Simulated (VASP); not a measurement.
Crystal: Bi.

```
Bi
1.0
     2.32642    1.34316    4.04033
    -2.32642    1.34316    4.04033
     0.00000   -2.68632    4.04033
Bi
2
Direct
  0.23400 0.23400 0.23400
  0.76600 0.76600 0.76600
```

- Program: VASP 6.6.1
- Task: relaxation of cell and atoms
- Functional: PBE
- Potentials or basis: VASP PAW PBE potentials, release 64 (Bi_d)
- Cutoff: 600 eV
- k mesh: 9 × 9 × 9
- Occupations: fermi-dirac, width 0.05 eV
- Spin: no spin polarisation

At the start: pressure -1.2 GPa; volume 37.88 Å³/atom.

Question: Where does the relaxation end?

Answer: Over 19 steps the energy falls by 5.1 meV/atom and the volume is 36.80 Å³/atom (-2.8 %); space group R-3m (No. 166, to 0.1 Å) before and after.

Step by step:
```csv
step,energy change (eV),largest force (eV/Å),pressure (GPa),volume (Å³)
1,0.0000,0.1082,-1.25,75.75
2,-0.0077,0.1021,0.68,72.56
3,-0.0098,0.0299,0.00,73.53
4,-0.0098,0.0369,0.04,73.49
5,-0.0100,0.0189,0.03,73.47
6,-0.0102,0.0116,0.04,73.43
7,-0.0102,0.0056,0.05,73.43
8,-0.0102,0.0030,0.04,73.43
9,-0.0102,0.0062,0.04,73.43
10,-0.0102,0.0089,-0.02,73.56
11,-0.0102,0.0107,-0.04,73.53
12,-0.0102,0.0097,-0.03,73.50
13,-0.0102,0.0082,-0.01,73.47
14,-0.0102,0.0025,0.02,73.47
15,-0.0102,0.0027,0.03,73.48
16,-0.0103,0.0032,0.06,73.50
17,-0.0103,0.0039,0.03,73.55
18,-0.0103,0.0057,0.00,73.64
19,-0.0103,0.0032,0.00,73.60
```

Final structure:
```
Bi
1.0
     2.29299    1.32386    4.04106
    -2.29299    1.32386    4.04106
     0.00000   -2.64771    4.04106
Bi
2
Direct
  0.23378 0.23378 0.23378
  0.76622 0.76622 0.76622
```
